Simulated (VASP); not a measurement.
Write the native input for VASP 6.6.1 that does the following.

```yaml
Task: single point
Functional: PBE
Potentials_or_basis: VASP PAW PBE potentials, release 64 (Al, O)
Cutoff: 520 eV
k_mesh: 8 × 8 × 8
Occupations: gaussian, width 0.1 eV
Spin: no spin polarisation
Dipole_correction: no
Further_INCAR_settings: ALGO = Normal; EDIFF = 1e-06; NBANDS = 20
```

The structure of Al2O3 lies in POSCAR:

```
Al2O3
1.0
   -1.3993257679      1.8679293213      4.4017321242
    1.3993257679     -1.8679293213      4.4017321242
    1.3993257679      1.8679293213     -4.4017321242
Al O
2 3
Direct
    0.6554123246      0.6554123246      0.0000000000
    0.3445876754      0.3445876754      0.0000000000
    0.5000000000      0.0000000000      0.5000000000
    0.1964796145      0.6964796145      0.5000000000
    0.8035203855      0.3035203855      0.5000000000
```

One way to write it, as run:

INCAR

```
PREC     = Accurate       # precision mode
ENCUT    = 520            # plane-wave cutoff, eV
EDIFF    = 1E-6           # SCF threshold, eV
ISMEAR   = 0              # smearing method
SIGMA    = 0.1            # smearing width, eV
LREAL    = F              # projectors in reciprocal space
LASPH    = T              # aspherical terms in the spheres
NELM     = 100            # most SCF steps
ALGO     = Normal         # electronic algorithm
ISIF     = 2              # what is computed and relaxed
LWAVE    = F              # write WAVECAR
LCHARG   = F              # write CHGCAR
GGA      = PE             # functional
NBANDS   = 20             # bands
```

KPOINTS

```
Automatic mesh
0
Gamma
  8 8 8
```

Potentials or basis: VASP PAW PBE potentials, release 64 (Al, O).

The run is started by

```sh
$ cat potpaw_PBE.64/Al/POTCAR potpaw_PBE.64/O/POTCAR > POTCAR
$ mpirun -np 1 vasp_std > vasp.out
```

Results of the run:

| Property | Result |
| --- | --- |
| Pressure | 0.0 GPa |
| Largest force | 0.023 eV/Å |
| Band gap on the k mesh | 5.19 eV, direct |

It took 2.5 min on 1 thread of Intel Xeon 6975P-C, on a shared host, peak memory 0.26 GiB.
